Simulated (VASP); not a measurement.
Write the native input for VASP 6.6.1 that does the following.

```
Task                   : single point
Functional             : PBEsol
Potentials or basis    : VASP PAW PBE potentials, release 64 (Pb_d)
Cutoff                 : 520 eV
k mesh                 : 1 × 1 × 19
Occupations            : gaussian, width 0.05 eV
Spin                   : collinear spin, ferromagnetic start
Starting moments       : [0.5, 0.5] μB
Dipole correction      : no
Further INCAR settings : ALGO = Normal; EDIFF = 1e-06; NBANDS = 25
```

The structure of Pb lies in POSCAR:

```
Pb
1.0
   11.8000000000      0.0000000000      0.0000000000
    0.0000000000      9.3000000000      0.0000000000
    0.0000000000      0.0000000000      3.1402294665
Pb
2
Direct
    0.3849536266      0.5000000000      0.0000000000
    0.6150463734      0.5000000000      0.5000000000
```

One way to write it, as run:

INCAR

```
SYSTEM = Pb
PREC = Accurate ; ENCUT = 520
EDIFF = 1E-6 ; ISMEAR = 0
SIGMA = 0.05 ; LREAL = .FALSE.
LASPH = .TRUE. ; NELM = 150
ALGO = Normal ; ISIF = 2
LWAVE = .FALSE. ; LCHARG = .TRUE.
ISPIN = 2 ; MAGMOM = 0.5 0.5
LORBIT = 11 ; GGA = PS
LELF = .TRUE. ; LVHAR = .TRUE.
NBANDS = 25
```

KPOINTS

```
regular mesh
0
G
  1 1 19
  0 0 0
```

Potentials or basis: VASP PAW PBE potentials, release 64 (Pb_d).

The run is started by

```bash
$ cat potpaw_PBE.64/Pb_d/POTCAR > POTCAR
$ mpirun -np 1 vasp_std > vasp.out
```

It gave:

The band gap on the k mesh is 0.16 eV, direct, the net moment is 0.00 μB per cell and the valence electrons inside the program's atomic spheres are Pb 11.97.

Caveat: spin-orbit coupling is left out, which moves the levels of the heavy elements.

Run time: 3.7 min on 1 thread of Intel(R) Xeon(R) Platinum 8375C CPU @ 2.90GHz (Ice Lake) (shared host), peak memory 0.55 GiB.
